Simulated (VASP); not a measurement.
Input of a VASP 6.6.1 run:

INCAR

```
PREC = Accurate
ENCUT = 520
EDIFF = 1E-6
ISMEAR = -1
SIGMA = 0.05
LREAL = F
LASPH = T
NELM = 60
ALGO = Normal
ISIF = 2
LWAVE = F
LCHARG = F
GGA = PS
NBANDS = 11
```

KPOINTS

```
regular mesh
0
Gamma
  6 6 6
```

POSCAR

```
NaH
1.0
   -0.0361300000      2.4271500000      2.4048100000
    2.4309700000     -0.0404200000      2.4091000000
    2.4051500000      2.4056100000     -0.0146000000
Na H
1 1
Direct
    0.0320810893      0.9746044253      0.0016427932
    0.4921200000      0.5144100000      0.5259600000
```

Potentials or basis: VASP PAW PBE potentials, release 64 (Na_pv, H).

Command:

```sh
$ cat potpaw_PBE.64/Na_pv/POTCAR potpaw_PBE.64/H/POTCAR > POTCAR
$ mpirun -np 1 vasp_std > vasp.out
```

(1) What does it give for the largest force?

(2) Predict the band gap on the k mesh.

(3) Estimate the pressure.

## Answers

(1) 0.139 eV/Å.

(2) 3.48 eV (least direct gap 4.40 eV).

(3) -0.7 GPa.

Caveat: the PAW data sets were made with another functional, which shifts forces and pressure a little.
